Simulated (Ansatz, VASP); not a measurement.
**Hf in VASP and in Ansatz**

```xyz
1
Lattice="0.0000 2.2200 2.2200 2.2200 0.0000 2.2200 2.2200 2.2200 0.0000" Properties=species:S:1:pos:R:3 pbc="T T T"
Hf    0.0000    0.0000    0.0000
```

Alike in both runs: task relaxation of cell and atoms; functional PBE; dispersion D3(BJ); k mesh 10 × 10 × 10; occupations fermi-dirac, width 0.05 eV; no spin polarisation.

|  | VASP | Ansatz |
| --- | --- | --- |
| version | VASP 6.6.1 | Ansatz 0.2.0 |
| potentials or method | VASP PAW PBE potentials, release 64 (Hf_pv) | Ansatz PAW |
| plane-wave cutoff (eV) | 600 | 420 |
| valence electrons in the cell | 10 | 26 |

VASP gave:

* gap on the k mesh at the Fermi level, each at its own relaxed structure (eV): none
* relaxed volume (Å³/atom): 21.70
* relaxed cell length with the largest relative difference (Å): 3.131

Question: Which values does Ansatz return?

Answer: gap on the k mesh at the Fermi level, each at its own relaxed structure (eV): none; relaxed volume (Å³/atom): 21.79; relaxed cell length with the largest relative difference (Å): 3.135.

A gap of «none» marks a metal or a gap that the smearing closes. VASP's potentials hold 10 valence electrons a cell and Ansatz's 26, so a difference there can come from the potentials and not from the codes.

Neither program's run includes spin-orbit coupling. Noted on Ansatz's run: the plane-wave basis is chosen anew once the cell has moved, so the energies of steps on either side of that aren't comparable.
